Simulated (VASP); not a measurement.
Co, 2 atoms in the cell. It takes space group Fd-3m (No. 227, cubic). Conventional cell: a = 4.913 Å, b = 4.913 Å, c = 4.913 Å, α = 90.00°, β = 90.00°, γ = 90.00°. Co (site symmetry -43m) has 4 Co at 2.13 Å within 2.8 Å. This isn't the form of Co at room conditions, which is hcp.

- Program: VASP 6.6.1
- Task: single point
- Functional: PBEsol
- Potentials or basis: VASP PAW PBE potentials, release 64 (Co)
- Cutoff: 600 eV
- k mesh: 13 × 13 × 13
- Occupations: fermi-dirac, width 0.1 eV
- Spin: no spin polarisation
- Dipole correction: no
- Further INCAR settings: ALGO = Normal; EDIFF = 1e-06; NBANDS = 16

Potentials or basis: VASP PAW PBE potentials, release 64 (Co).

Command:

```console
$ cat potpaw_PBE.64/Co/POTCAR > POTCAR
$ mpirun -np 1 vasp_std > vasp.out
```

Hardware: 1 thread of AMD EPYC 9R45 96-Core Processor (Zen 5), with other jobs on the host.

Q: Estimate the wall time of this run.

A: It took 22 s on 1 thread of AMD EPYC 9R45 96-Core Processor (Zen 5), with other jobs on the host, peak memory 0.15 GiB. Counts: scf iterations 11, k points 84.
